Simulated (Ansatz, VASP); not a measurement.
HfO2: VASP beside Ansatz

```
CELL_PARAMETERS angstrom
-0.01414 2.57983 2.55458
2.61903 -0.01416 2.55460
2.57055 2.53137 0.03431
ATOMIC_POSITIONS crystal
Hf 0.97431 0.02954 0.03386
O 0.25347 0.24130 0.25740
O 0.75231 0.75203 0.69902
```

Alike in both runs: task single point; functional PBE; k mesh 4 × 4 × 4; no spin polarisation.

```csv
,VASP,Ansatz
version,VASP 6.6.1,Ansatz 0.2.0
potentials or method,"VASP PAW PBE potentials, release 64 (Hf_pv, O), cutoff 520 eV","plane waves, PAW"
occupations,"gaussian, width 0.01 eV",fixed
valence electrons in the cell,22,38
```

```csv
,VASP,Ansatz,Ansatz less VASP
pressure (GPa),1.0,4.2,+3.20
"traceless stress, the component that is largest in VASP (GPa)",-6.40,-6.75,-0.351
rms of the force components (eV/Å),1.315,1.340,+0.0251
```

Atom by atom the forces differ by 0.030 eV/Å (rms over components). VASP's potentials hold 22 valence electrons a cell and Ansatz's 38, so a difference there can come from the potentials and not from the codes. Ansatz's warnings: stress scf threshold loose.

The k mesh is coarse, so the values compare programs but aren't converged. Spin-orbit coupling is off throughout.
